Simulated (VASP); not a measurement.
Input of a VASP 6.6.1 run:

The input POSCAR:

```
TaN
1.0
    2.9380000000      0.0000000000      0.0000000000
   -1.4690000000      2.5443826363      0.0000000000
    0.0000000000      0.0000000000      2.8830000000
Ta N
1 1
Direct
    0.0000000000      0.0000000000      0.5000000000
    0.6666666667      0.3333333333      0.0000000000
```

The input INCAR.step1:

```
SYSTEM = TaN
ALGO = Normal ; EDIFF = 1E-5
ENCUT = 520 ; GGA = PE
ISIF = 2 ; ISMEAR = -1
LASPH = .True. ; LREAL = .False.
LWAVE = .True. ; NBANDS = 15
NELM = 80 ; PREC = Accurate
SIGMA = 0.05
```

File INCAR.step2:

```
SYSTEM = TaN
AEXX = 0.05 ; ALGO = Normal
EDIFF = 1E-6 ; ENCUT = 520
GGA = PE ; HFSCREEN = 0.2
ISIF = 2 ; ISMEAR = -1
ISTART = 1 ; LASPH = .True.
LCHARG = .True. ; LELF = .True.
LHFCALC = .True. ; LREAL = .False.
LVHAR = .True. ; LWAVE = .False.
NBANDS = 15 ; NELM = 80
PREC = Accurate ; PRECFOCK = Normal
SIGMA = 0.05
```

The input KPOINTS:

```
k-points
0
Gamma
  5 5 5
  0 0 0
```

Potentials or basis: VASP PAW PBE potentials, release 64 (Ta_pv, N).

The run is started by

```bash
$ cat potpaw_PBE.64/Ta_pv/POTCAR potpaw_PBE.64/N/POTCAR > POTCAR
$ cp INCAR.step1 INCAR
$ mpirun -np 1 vasp_std > vasp.out
$ cp INCAR.step2 INCAR
$ mpirun -np 1 vasp_std > vasp.out
```

Estimate the band gap on the k mesh.

zero (filled and empty bands touch).

Predict the pressure.

3.3 GPa.

Stress tensor (GPa, compression positive):
```
3.20 0.00 0.00
0.00 3.20 0.00
0.00 0.00 3.42
```

Caveat: the k points lie up to 0.49 Å⁻¹ apart; the PAW data sets were made with another functional, which shifts forces and pressure a little; spin-orbit coupling is left out, which moves the levels of the heavy elements.
